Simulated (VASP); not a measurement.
The system is TiPd.

```xyz
2
Lattice="2.8147 0.0000 0.0000 0.0000 2.8147 0.0000 0.0000 0.0000 3.8658" Properties=species:S:1:pos:R:3 pbc="T T T"
Ti    0.0000    0.0000    0.0000
Pd    1.4074    1.4074    1.9329
```

```yaml
Program: VASP 6.6.1
Task: relaxation of cell and atoms
Functional: PBEsol
Potentials_or_basis: VASP PAW PBE potentials, release 64 (Ti_sv, Pd)
Cutoff: 600 eV
k_mesh: 6 × 6 × 5
Occupations: fermi-dirac, width 0.05 eV
Spin: no spin polarisation
```

At the start: pressure -3.8 GPa; volume 15.31 Å³/atom.

**Question.** How do energy, volume and symmetry change on relaxing?

**Answer.** Over 7 steps the energy falls by 9.1 meV/atom and the volume is 14.91 Å³/atom (-2.6 %); space group P4/mmm (No. 123, to 0.05 Å).

Step by step:
| step | energy change (eV) | largest force (eV/Å) | pressure (GPa) | volume (Å³) |
| --- | --- | --- | --- | --- |
| 1 | 0.0000 | 0.0000 | -3.82 | 30.63 |
| 2 | 0.0021 | 0.0000 | 5.51 | 29.04 |
| 3 | -0.0103 | 0.0000 | 0.38 | 29.85 |
| 4 | -0.0144 | 0.0000 | 0.34 | 29.83 |
| 5 | -0.0181 | 0.0000 | 0.33 | 29.77 |
| 6 | -0.0180 | 0.0000 | -0.60 | 29.93 |
| 7 | -0.0182 | 0.0000 | 0.00 | 29.83 |

Final structure:
```
Ti Pd
1.0
     2.75175    0.00000    0.00000
     0.00000    2.75175    0.00000
     0.00000    0.00000    3.93911
Ti Pd
1 1
Direct
  0.00000 0.00000 0.00000
  0.50000 0.50000 0.50000
```

Caveat: the k points lie up to 0.38 Å⁻¹ apart in the final cell; the PAW data sets were made with another functional, which shifts forces and pressure a little.
